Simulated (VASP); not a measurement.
# CuI: relaxation of cell and atoms with PBE+D3(BJ)

CuI:

```
I Cu
1.0
     0.00000    3.03150    3.03150
     3.03150    0.00000    3.03150
     3.03150    3.03150    0.00000
I Cu
1 1
Direct
  0.00000 0.00000 0.00000
  0.75000 0.75000 0.75000
```

```yaml
Program: VASP 6.6.1
Task: relaxation of cell and atoms
Functional: PBE
Dispersion: D3(BJ)
Potentials_or_basis: VASP PAW PBE potentials, release 64 (I, Cu)
Cutoff: 600 eV
k_mesh: 8 × 8 × 8
Occupations: fermi-dirac, width 0.05 eV
Spin: no spin polarisation
Dipole_correction: no
Further_INCAR_settings: ALGO = Normal; EDIFF = 1e-06; IBRION = 2; EDIFFG = -0.01; NSW = 60; ISIF = 3
```

The relaxed volume is 26.65 Å³/atom and the relaxed cell is a = 4.224 Å, b = 4.224 Å, c = 4.224 Å, α = 60.00°, β = 60.00°, γ = 60.00°. The space group after relaxing (to 0.1 Å) is F-43m (No. 216) and the energy gained by relaxing is 7.5 meV/atom. The ionic steps are 3. The pressure after relaxing is 0.0 GPa and the band gap on the k mesh is 1.27 eV. The dispersion energy per atom is -0.360 eV.

The path:
```tsv
step	energy change (eV)	largest force (eV/Å)	pressure (GPa)	volume (Å³)
1	0.0000	0.0000	-1.91	55.72
2	-0.0150	0.0000	0.19	53.09
3	-0.0151	0.0000	-0.02	53.30
```

Final structure:
```cif
data_structure
_symmetry_space_group_name_H-M 'P 1'
_symmetry_Int_Tables_number 1
_cell_length_a 4.2241
_cell_length_b 4.2241
_cell_length_c 4.2241
_cell_angle_alpha 60.000
_cell_angle_beta 60.000
_cell_angle_gamma 60.000
_cell_volume 53.30
loop_
_atom_site_label
_atom_site_type_symbol
_atom_site_fract_x
_atom_site_fract_y
_atom_site_fract_z
_atom_site_occupancy
I1 I 0.00000 0.00000 0.00000 1
Cu1 Cu 0.75000 0.75000 0.75000 1
```

Levels at points of the mesh, in eV from the valence-band top:
```tsv
k point	band 6	band 7	band 8	band 9	band 10	band 11	band 12	band 13
(0.00, 0.00, 0.00)	-2.04	0.00	0.00	0.00	1.27	4.82	4.82	4.82
(0.50, 0.00, 0.00)	-2.01	-1.96	-0.78	-0.78	2.20	5.38	5.38	7.47
(0.50, 0.50, 0.00)	-1.97	-1.95	-1.66	-1.66	2.62	2.88	9.50	9.99
```

It took 61 s on 1 thread of AMD EPYC 7R13 Processor (Zen 3), on a shared host, peak memory 0.19 GiB.

Caveat: spin-orbit coupling is left out, which moves the levels of the heavy elements. A hybrid or GW would open this gap; PBE tends to underestimate it.
